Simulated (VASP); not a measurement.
# InSb (I-4m2) in VASP: further runs

InSb is run at these levels: HSE06; tasks: single point.

Everything below comes from runs of VASP 6.6.1. Logs are shortened: lines on timing, memory, paths and dates and some standing lists are left out, and cuts for length are marked.

**1. The cell of the first run**

Symmetry: I-4m2, No. 119, tetragonal system. The conventional cell has a = 4.452 Å, b = 4.452 Å, c = 6.820 Å, α = 90.00°, β = 90.00°, γ = 90.00°. Within 3.7 Å of In (site symmetry -4m2) lie 4 Sb at 2.80 Å. Within 3.7 Å of Sb (site symmetry -4m2) lie 4 In at 2.80 Å.

**2. Single point, HSE06 (epitaxial xy strain -4.0%)**

The input, POSCAR:

```
InSb
1.0
    0.0000000000      3.1483324968      3.4099222919
    3.1483324968      0.0000000000      3.4099222919
    3.1483324968      3.1483324968      0.0000000000
In Sb
1 1
Direct
    0.0000000000      0.0000000000      0.0000000000
    0.2500000000      0.2500000000      0.2500000000
```

The input, INCAR.step1:

```
SYSTEM = InSb
  ALGO = Normal
  EDIFF = 1E-5
  ENCUT = 520
  GGA = PE
  ISIF = 2
  ISMEAR = -1
  LASPH = .TRUE.
  LCHARG = .FALSE.
  LREAL = .FALSE.
  LWAVE = .TRUE.
  NBANDS = 16
  NELM = 60
  PREC = Accurate
  SIGMA = 0.02
```

The input, INCAR.step2:

```
SYSTEM = InSb
  ALGO = Normal
  EDIFF = 1E-6
  ENCUT = 520
  GGA = PE
  HFSCREEN = 0.2079
  ISIF = 2
  ISMEAR = -1
  ISTART = 1
  LASPH = .TRUE.
  LCHARG = .FALSE.
  LHFCALC = .TRUE.
  LREAL = .FALSE.
  LWAVE = .FALSE.
  NBANDS = 16
  NELM = 60
  PREC = Accurate
  PRECFOCK = Normal
  SIGMA = 0.02
```

The input, KPOINTS:

```
k-points
0
G
  4 4 4
  0 0 0
```

Potentials or basis: VASP PAW PBE potentials, release 64 (In_d, Sb).

Launch:

```
$ cat potpaw_PBE.64/In_d/POTCAR potpaw_PBE.64/Sb/POTCAR > POTCAR
$ cp INCAR.step1 INCAR
$ mpirun -np 1 vasp_std > vasp.out
$ cp INCAR.step2 INCAR
$ mpirun -np 1 vasp_std > vasp.out
```

OUTCAR:

```text
SYSTEM = InSb
   EDIFF = 1E-6
   ENCUT = 520
   GGA = PE
   HFSCREEN = 0.2079
   ISIF = 2
   ISMEAR = -1
   ISTART = 1
   LASPH = .TRUE.
   LHFCALC = .TRUE.
   LREAL = .FALSE.
   NELM = 60
   PREC = Accurate
   PRECFOCK = Normal

 ion  position               nearest neighbor table
   1  0.000  0.000  0.000-   2 2.80   2 2.80   2 2.80   2 2.80
   2  0.250  0.250  0.250-   1 2.80   1 2.80   1 2.80   1 2.80

  LATTYP: Found a body centered tetragonal cell.
 ALAT       =     4.4524145158
 C/A-ratio  =     1.5317182530

  Lattice vectors:

 A1 = (  -3.1483324968,   0.0000000000,   3.4099222919)
 A2 = (   3.1483324968,   0.0000000000,   3.4099222919)
 A3 = (   0.0000000000,   3.1483324968,  -3.4099222919)

Analysis of symmetry for initial positions (statically):
=====================================================================
 Subroutine PRICEL returns:
 Original cell was already a primitive cell.

 Routine SETGRP: Setting up the symmetry group for a
 body centered tetragonal supercell.

 Subroutine GETGRP returns: Found  8 space group operations
 (whereof  8 operations were pure point group operations)
 out of a pool of 16 trial point group operations.

The static configuration has the point symmetry D_2d.

Analysis of symmetry for dynamics (positions and initial velocities):
=====================================================================
 Subroutine PRICEL returns:
 Original cell was already a primitive cell.

 Routine SETGRP: Setting up the symmetry group for a
 body centered tetragonal supercell.

 Subroutine GETGRP returns: Found  8 space group operations
 (whereof  8 operations were pure point group operations)
 out of a pool of 16 trial point group operations.

The dynamic configuration has the point symmetry D_2d.

 Subroutine INISYM returns: Found  8 space group operations
 (whereof  8 operations are pure point group operations),
 and found     1 'primitive' translations

----------------------------------------------------------------------------------------

                                     Primitive cell

  volume of cell :      67.5983

  direct lattice vectors                    reciprocal lattice vectors
     0.000000000  3.148332497  3.409922292    -0.158814230  0.158814230  0.146630907
     3.148332497  0.000000000  3.409922292     0.158814230 -0.158814230  0.146630907
     3.148332497  3.148332497  0.000000000     0.158814230  0.158814230 -0.146630907

  length of vectors
     4.641073965  4.641073965  4.452414516     0.268224798  0.268224798  0.268224798

  position of ions in fractional coordinates (direct lattice)
     0.000000000  0.000000000  0.000000000
     0.250000000  0.250000000  0.250000000

  ion indices of the primitive-cell ions
   primitive index   ion index
                 1           1
                 2           2

----------------------------------------------------------------------------------------

 KPOINTS: k-points

Automatic generation of k-mesh.
 Grid dimensions read from file:
 generate k-points for:    4    4    4

 Generating k-lattice:

  Cartesian coordinates                     Fractional coordinates (reciprocal lattice)
    -0.039703557  0.039703557  0.036657727     0.250000000  0.000000000  0.000000000
     0.039703557 -0.039703557  0.036657727     0.000000000  0.250000000  0.000000000
     0.039703557  0.039703557 -0.036657727     0.000000000  0.000000000  0.250000000

  Length of vectors
     0.067056199  0.067056199  0.067056199

  Shift w.r.t. Gamma in fractional coordinates (k-lattice)
     0.000000000  0.000000000  0.000000000

 Subroutine IBZKPT returns following result:
 ===========================================

 Found     13 irreducible k-points:

 Following reciprocal coordinates:
            Coordinates               Weight
  0.000000  0.000000  0.000000      1.000000
  0.250000  0.000000  0.000000      8.000000
  0.500000  0.000000  0.000000      4.000000
  0.250000  0.250000  0.000000      2.000000
  0.500000  0.250000  0.000000      8.000000
 -0.250000  0.250000  0.000000      4.000000
  0.500000  0.500000  0.000000      1.000000
  0.250000  0.000000  0.250000      4.000000
  0.500000  0.000000  0.250000     16.000000
 -0.250000  0.000000  0.250000      8.000000
 -0.250000  0.500000  0.250000      4.000000
  0.500000  0.000000  0.500000      2.000000
 -0.250000  0.250000  0.500000      2.000000
   k-points           NKPTS =     13   k-points in BZ     NKDIM =     64   number of bands    NBANDS=     16
   number of dos      NEDOS =    301   number of ions     NIONS =      2
   total plane-waves  NPLWV =  46656
   dimension x,y,z NGX =    36 NGY =   36 NGZ =   36
   dimension x,y,z NGXF=    72 NGYF=   72 NGZF=   72
   ions per type =               1   1
   NGX,Y,Z   is equivalent  to a cutoff of  12.90, 12.90, 13.44 a.u.
   NGXF,Y,Z  is equivalent  to a cutoff of  25.79, 25.79, 26.88 a.u.
 SYSTEM =  InSb
   PREC   = accura    normal or accurate (medium, high low for compatibility)
   ISTART =      1    job   : 0-new  1-cont  2-samecut
   ICHARG =      0    charge: 1-file 2-atom 10-const
   ISPIN  =      1    spin polarized calculation?
   LNONCOLLINEAR =      F non collinear calculations
   LSORBIT =      F    spin-orbit coupling
   LASPH  =      T    aspherical Exc in radial PAW
   ENCUT  =  520.0 eV  38.22 Ry    6.18 a.u.   8.63  8.63  8.28*2*pi/ulx,y,z
   NELM   =     60;   NELMIN=  2; NELMDL=  0     # of ELM steps
   EDIFF  = 0.1E-05   stopping-criterion for ELM
   LREAL  =      F    real-space projection
   EDIFFG = 0.1E-04   stopping-criterion for IOM
   NSW    =      0    number of steps for IOM
   IBRION =     -1    ionic relax: 0-MD 1-quasi-New 2-CG
   NFREE  =      0    steps in history (QN), initial steepest desc. (CG)
   ISIF   =      2    stress and relaxation
   ISYM   =      3    0-nonsym 1-usesym 2-fastsym
   POTIM  = 0.5000    time-step for ionic-motion
   TEBEG  =    0.0;   TEEND  =   0.0 temperature during run
   PSTRESS=    0.0 pullay stress
   NELECT =      18.0000    total number of electrons
   NUPDOWN=      -1.0000    fix difference up-down
   EMIN   =  10.00;   EMAX   =-10.00  energy-range for DOS
   EFERMI =   0.00;   METHOD = LEGACY
   ISMEAR =    -1;   SIGMA  =   0.02  broadening in eV -4-tet -1-fermi 0-gaus
   EFERMI_NEDOS =   21; number of points for ismear=-14 and -15
   IALGO  =     38    algorithm
   IMIX   =      1    mixing-type and parameters
     AMIX     =   0.40;   BMIX     =  1.00
     AMIX_MAG =   1.60;   BMIX_MAG =  1.00
  volume/ion in A,a.u.               =      33.80       228.09
  Fermi-wavevector in a.u.,A,eV,Ry     =   1.053223  1.990303 15.092661  1.109279
  Thomas-Fermi vector in A             =   2.188337
   LORBIT       =      0    0 simple, 1 ext, 2 COOP (PROOUT), +10 PAW based schemes
   GGA     = PE    functional components
   LHFCALC =     T    Hartree Fock is set to
   PRECFOCK=normal    Normal, Fast or Accurate (Low or Medium for compatibility)
   ENCUT4O =  -1.0   cutoff for four orbital integrals eV
   NKREDX  =     1    reduce k-point grid by
   NKREDY  =     1    reduce k-point grid by
   NKREDZ  =     1    reduce k-point grid by
   AEXX    =    0.2500 exact exchange contribution
   HFSCREEN=    0.2079 screening length (either q_TF or 0.3 A-1)
   HFSCREENC=   0.2079 screening length for correlation (either q_TF or 0.3 A-1)
   ENCUTFOCK=  -1.0 apply spherical cutoff to Coloumb kernel
   IVDW    =     0    specifies the selected vdW correction
   LEPSILON=     F    determine dielectric tensor
   LRPA    =     F    only Hartree local field effects (RPA)
 non-spin polarized calculation
  energy-cutoff  :      520.00
  volume of cell :       67.60
 maximum number of plane-waves:      1852
 NGX is ok and might be reduce to    36
  NGX = 28; NGY = 28; NGZ = 28

 number of electron      17.9999993 magnetization

 Free energy of the ion-electron system (eV)
  ---------------------------------------------------
  ext. energy  EPLUGINS =         0.00000000
  ---------------------------------------------------
  free energy    TOTEN  =        -8.29693939 eV

  energy without entropy =       -8.29693842  energy(sigma->0) =       -8.29693890

 E-fermi :   5.1420     XC(G=0):  -7.2727

 val. band max:        4.9369376470   @ k =   0.0000   0.0000   0.0000
 cond. band min:       5.3331119390   @ k =   0.0000   0.0000   0.0000
 fundamental gap:      0.3961742920
 Fermi energy:         5.1419557918

 k-point     1 :       0.0000    0.0000    0.0000
  band No.  band energies     occupation
      1     -11.6407      2.00000
      2     -11.6201      2.00000
      3     -11.6201      2.00000
      4     -11.5446      2.00000
      5     -11.5294      2.00000
      6      -6.9539      2.00000
[... 8 lines left out ...]
     15      13.1581      0.00000
     16      13.6604      0.00000

 k-point     2 :       0.2500    0.0000    0.0000
  band No.  band energies     occupation
      1     -11.6486      2.00000
      2     -11.6216      2.00000
      3     -11.6099      2.00000
      4     -11.5464      2.00000
      5     -11.5274      2.00000
      6      -6.3529      2.00000
[... 8 lines left out ...]
     15      13.0277      0.00000
     16      13.0656      0.00000

 k-point     3 :       0.5000    0.0000    0.0000
  band No.  band energies     occupation
      1     -11.6675      2.00000
      2     -11.6138      2.00000
      3     -11.6015      2.00000
      4     -11.5463      2.00000
      5     -11.5233      2.00000
      6      -5.4172      2.00000
[... 8 lines left out ...]
     15      14.7401      0.00000
     16      15.1457      0.00000

 k-point     4 :       0.2500    0.2500    0.0000
  band No.  band energies     occupation
      1     -11.6731      2.00000
      2     -11.5991      2.00000
      3     -11.5991      2.00000
      4     -11.5419      2.00000
      5     -11.5341      2.00000
      6      -6.2077      2.00000
[... 8 lines left out ...]
     15      14.2494      0.00000
     16      15.1218      0.00000
[... 115 lines left out ...]
 k-point    11 :      -0.2500    0.5000    0.2500
  band No.  band energies     occupation
      1     -11.6866      2.00000
      2     -11.5962      2.00000
      3     -11.5841      2.00000
      4     -11.5505      2.00000
      5     -11.5288      2.00000
      6      -4.7230      2.00000
[... 8 lines left out ...]
     15      15.1377      0.00000
     16      15.8772      0.00000

 k-point    12 :       0.5000    0.0000    0.5000
  band No.  band energies     occupation
      1     -11.6989      2.00000
      2     -11.5851      2.00000
      3     -11.5824      2.00000
      4     -11.5656      2.00000
      5     -11.5193      2.00000
      6      -4.6398      2.00000
[... 8 lines left out ...]
     15      15.1857      0.00000
     16      16.4752      0.00000

 k-point    13 :      -0.2500    0.2500    0.5000
  band No.  band energies     occupation
      1     -11.6873      2.00000
      2     -11.5981      2.00000
      3     -11.5858      2.00000
      4     -11.5585      2.00000
      5     -11.5227      2.00000
      6      -4.6121      2.00000
[... 8 lines left out ...]
     15      16.4105      0.00000
     16      16.9577      0.00000

------------------------ aborting loop because EDIFF is reached ----------------------------------------

  FORCE on cell =-STRESS in cart. coord.  units (eV):
  Direction    XX          YY          ZZ          XY          YZ          ZX
  --------------------------------------------------------------------------------------
  -------------------------------------------------------------------------------------
  Total        1.0000634      1.0000634     -0.3356793      0.0000000      0.0000000      0.0000000
  in kB       23.7029539     23.7029539     -7.9560860      0.0000000      0.0000000      0.0000000
  external PRESSURE =      13.1499406 kB  Pullay stress =       0.0000000 kB

 VOLUME and BASIS-vectors are now :
 -----------------------------------------------------------------------------
  energy-cutoff  :      520.00
  volume of cell :       67.60
      direct lattice vectors                 reciprocal lattice vectors
     0.000000000  3.148332497  3.409922292    -0.158814230  0.158814230  0.146630907
     3.148332497  0.000000000  3.409922292     0.158814230 -0.158814230  0.146630907
     3.148332497  3.148332497  0.000000000     0.158814230  0.158814230 -0.146630907

 POSITION                                       TOTAL-FORCE (eV/Angst)
 -----------------------------------------------------------------------------------
      0.00000      0.00000      0.00000        -0.000000     -0.000000     -0.000000
      1.57417      1.57417      1.70496         0.000000      0.000000      0.000000
 -----------------------------------------------------------------------------------
    total drift:                               -0.000002     -0.000001      0.000031

  FREE ENERGIE OF THE ION-ELECTRON SYSTEM (eV)
  ---------------------------------------------------
  free  energy   TOTEN  =        -8.2969393855 eV

  energy  without entropy=       -8.2969384226  energy(sigma->0) =       -8.29693890
```

Wall time 23 min (1 thread of AMD EPYC 7R13 (Zen 3), shared host); peak memory 0.29 GiB.

Results:

```yaml
Free_energy: -8.2969 eV
Pressure: 1.3 GPa
Band_gap_on_the_k_mesh: 0.40 eV
```

Caveat: the k points lie up to 0.42 Å⁻¹ apart; the cell differs from its parent crystal (epitaxial xy strain -4.0%); the PAW data sets were made with another functional, which shifts forces and pressure a little; spin-orbit coupling is left out, which moves the levels of the heavy elements.

**3. Single point, HSE06 (epitaxial xy strain -3.0%)**

The input, POSCAR:

```
InSb
1.0
    0.0000000000      3.1811276270      3.3754891042
    3.1811276270      0.0000000000      3.3754891042
    3.1811276270      3.1811276270      0.0000000000
In Sb
1 1
Direct
    0.0000000000      0.0000000000      0.0000000000
    0.2500000000      0.2500000000      0.2500000000
```

The input, INCAR.step1:

```
SYSTEM = InSb
PREC     = Accurate       ! precision mode
ENCUT    = 520            ! plane-wave cutoff, eV
EDIFF    = 1E-5           ! SCF threshold, eV
ISMEAR   = -1             ! smearing method
SIGMA    = 0.02           ! smearing width, eV
LREAL    = .FALSE.        ! projectors in reciprocal space
LASPH    = .TRUE.         ! aspherical terms in the spheres
NELM     = 80             ! most SCF steps
ALGO     = Normal         ! electronic algorithm
ISIF     = 2              ! what is computed and relaxed
LWAVE    = .TRUE.         ! write WAVECAR
LCHARG   = .FALSE.        ! write CHGCAR
NBANDS   = 16             ! bands
GGA      = PE             ! functional
```

The input, INCAR.step2:

```
SYSTEM = InSb
PREC     = Accurate       ! precision mode
ENCUT    = 520            ! plane-wave cutoff, eV
EDIFF    = 1E-6           ! SCF threshold, eV
ISMEAR   = -1             ! smearing method
SIGMA    = 0.02           ! smearing width, eV
LREAL    = .FALSE.        ! projectors in reciprocal space
LASPH    = .TRUE.         ! aspherical terms in the spheres
NELM     = 80             ! most SCF steps
ALGO     = Normal         ! electronic algorithm
ISIF     = 2              ! what is computed and relaxed
LWAVE    = .FALSE.        ! write WAVECAR
LCHARG   = .FALSE.        ! write CHGCAR
GGA      = PE             ! functional
LHFCALC  = .TRUE.         ! exact exchange
HFSCREEN = 0.2079         ! screening, 1/A
PRECFOCK = Normal       
NBANDS   = 16             ! bands
ISTART   = 1
```

The input, KPOINTS:

```
regular mesh
0
G
  4 4 4
  0 0 0
```

Potentials or basis: VASP PAW PBE potentials, release 64 (In_d, Sb).

Launch:

```
$ cat potpaw_PBE.64/In_d/POTCAR potpaw_PBE.64/Sb/POTCAR > POTCAR
$ cp INCAR.step1 INCAR
$ mpirun -np 1 vasp_std > vasp.out
$ cp INCAR.step2 INCAR
$ mpirun -np 1 vasp_std > vasp.out
```

Run time: 26 min. Hardware: 1 thread of AMD EPYC 7R13 (Zen 3), shared host; peak memory 0.3 GiB.

The run converged. Its results:

```
Free energy            : -8.3178 eV
Pressure               : 0.9 GPa
Band gap on the k mesh : 0.39 eV
```

Stress tensor (GPa, compression positive):
```
 1.62  0.00  0.00
 0.00  1.62  0.00
 0.00  0.00 -0.66
```

Levels at points of the mesh, in eV from the valence-band top:
| k point | band 6 | band 7 | band 8 | band 9 | band 10 | band 11 | band 12 | band 13 |
| --- | --- | --- | --- | --- | --- | --- | --- | --- |
| (0.00, 0.00, 0.00) | -11.78 | -0.34 | 0.00 | 0.00 | 0.39 | 3.50 | 3.50 | 3.64 |
| (0.50, 0.00, 0.00) | -10.27 | -6.15 | -1.40 | -0.97 | 1.02 | 4.31 | 4.58 | 6.81 |
| (0.50, 0.50, 0.00) | -9.72 | -6.67 | -2.31 | -2.31 | 2.02 | 2.14 | 9.11 | 9.11 |
| (0.50, 0.00, 0.50) | -9.53 | -6.37 | -2.66 | -2.61 | 1.67 | 1.70 | 8.87 | 9.08 |

Caveat: the cell differs from its parent crystal (epitaxial xy strain -3.0%); the PAW data sets were made with another functional, which shifts forces and pressure a little; spin-orbit coupling is left out, which moves the levels of the heavy elements.
